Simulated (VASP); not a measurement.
**As: single point with PBE**

As:

```
As
1.0
     1.90361    1.09905    3.60816
    -1.90361    1.09905    3.60816
     0.00000   -2.19810    3.60816
As
2
Direct
  0.77371 0.77371 0.77371
  0.22629 0.22629 0.22629
```

```json
{"Program": "VASP 6.6.1", "Task": "single point", "Functional": "PBE", "Potentials or basis": "VASP PAW PBE potentials, release 64 (As)", "Cutoff": "520 eV", "k mesh": "10 × 10 × 10", "Occupations": "methfessel-paxton, width 0.6 eV", "Spin": "no spin polarisation", "Dipole correction": "no", "Further INCAR settings": "ALGO = Normal; EDIFF = 1e-06; NBANDS = 12"}
```

```yaml
Pressure: 0.2 GPa
Largest_force: 0.032 eV/Å
Band_gap_on_the_k_mesh: zero (band 5 reaches 5.04 eV, above the bottom of band 6 at 4.64 eV)
```

Forces on the atoms (eV/Å):
```
As   0.000  0.000 -0.032
As   0.000  0.000  0.032
```

Levels at points of the mesh, in eV from the Fermi level:
```tsv
k point	band 2	band 3	band 4	band 5	band 6	band 7	band 8	band 9
(0.00, 0.00, 0.00)	-6.25	-2.60	-2.03	-2.03	1.45	2.65	2.65	6.80
(0.50, 0.00, 0.00)	-11.00	-2.92	-2.86	-0.61	-0.45	0.24	1.30	8.65
(0.50, 0.50, 0.00)	-9.78	-5.85	-4.15	-4.02	1.45	4.97	6.48	6.62
(0.50, 0.50, 0.50)	-9.92	-1.78	-1.78	-0.79	0.73	0.73	1.57	7.74
```

It took 26 s on 1 thread of Intel(R) Xeon(R) Platinum 8488C (Sapphire Rapids) (shared host), peak memory 0.2 GiB.
